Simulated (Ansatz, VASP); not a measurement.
This is a calculation of CdS for VASP 6.6.1.

File POSCAR:

```
CdS
1.0
    0.0000000000      2.9358151324      2.9358151324
    2.9358151324      0.0000000000      2.9358151324
    2.9358151324      2.9358151324      0.0000000000
Cd S
1 1
Direct
    0.0000000000      0.0000000000      0.0000000000
    0.7500000000      0.7500000000      0.7500000000
```

Contents of INCAR.step1:

```
SYSTEM = CdS
PREC = Accurate ; ENCUT = 520
ISMEAR = -1 ; SIGMA = 0.05
LREAL = .False. ; LASPH = .True.
NELM = 100 ; NBANDS = 16
GGA = PE ; ALGO = Normal
EDIFF = 1E-4 ; LWAVE = .True.
LCHARG = .False.
```

INCAR.step2

```
SYSTEM = CdS
PREC = Accurate ; ENCUT = 520
EDIFF = 1E-6 ; ISMEAR = -1
SIGMA = 0.05 ; LREAL = .False.
LASPH = .True. ; NELM = 100
ALGO = Normal ; ISIF = 2
LWAVE = .False. ; LCHARG = .False.
METAGGA = R2SCAN ; LMIXTAU = .True.
LUSE_VDW = .True. ; IVDW_NL = 2
BPARAM = 11.95 ; CPARAM = 0.0093
NBANDS = 16 ; ISTART = 1
```

KPOINTS

```
Automatic mesh
0
Gamma
  8 8 8
  0 0 0
```

Potentials or basis: VASP PAW PBE potentials, release 64 (Cd, S).

Launch:

```console
$ cat potpaw_PBE.64/Cd/POTCAR potpaw_PBE.64/S/POTCAR > POTCAR
$ cp INCAR.step1 INCAR
$ mpirun -np 1 vasp_std > vasp.out
$ cp INCAR.step2 INCAR
$ mpirun -np 1 vasp_std > vasp.out
```

**Question.** Set up the same calculation for Ansatz 0.2.0. Potentials there: Ansatz PAW.

**Answer.** As run (the cutoff follows the program's own potentials):

File input.yaml:

```yaml
crystal:
  lattice:
    - [0.0, 2.9358151324, 2.9358151324]
    - [2.9358151324, 0.0, 2.9358151324]
    - [2.9358151324, 2.9358151324, 0.0]
  atoms:
    - { symbol: Cd, position: [0.0, 0.0, 0.0] }
    - { symbol: S, position: [0.75, 0.75, 0.75] }
hamiltonian:
  xc: r2scan
  pseudopotentials: { kind: paw }
  dispersion: rvv10
kpoints:
  mp_grid: { grid: [8, 8, 8] }
scf:
  occupations: { method: fermi_dirac, width: 0.05 }
output:
  forces: true
  stress: true
  eigenvalues: true
```

Potentials or basis: Ansatz PAW.

Launch:

```console
$ ansatz run input.yaml --threads 2 --pin off --max-ram 5120MiB --backend cpu --events-out ev --progress --plain --runs-dir out
```

Both were run:

|  | VASP | Ansatz | Ansatz less VASP |
| --- | --- | --- | --- |
| gap on the k mesh at the Fermi level (eV) | 1.49 | 1.49 | +0.004 |
| least direct gap on the mesh (eV) | 1.49 | 1.49 | +0.004 |
| pressure (GPa) | -0.3 | -0.7 | -0.38 |

VASP's potentials were made for PBE, not for r2SCAN. VASP's potentials hold 18 valence electrons a cell and Ansatz's 26, so a difference there can come from the potentials and not from the codes.
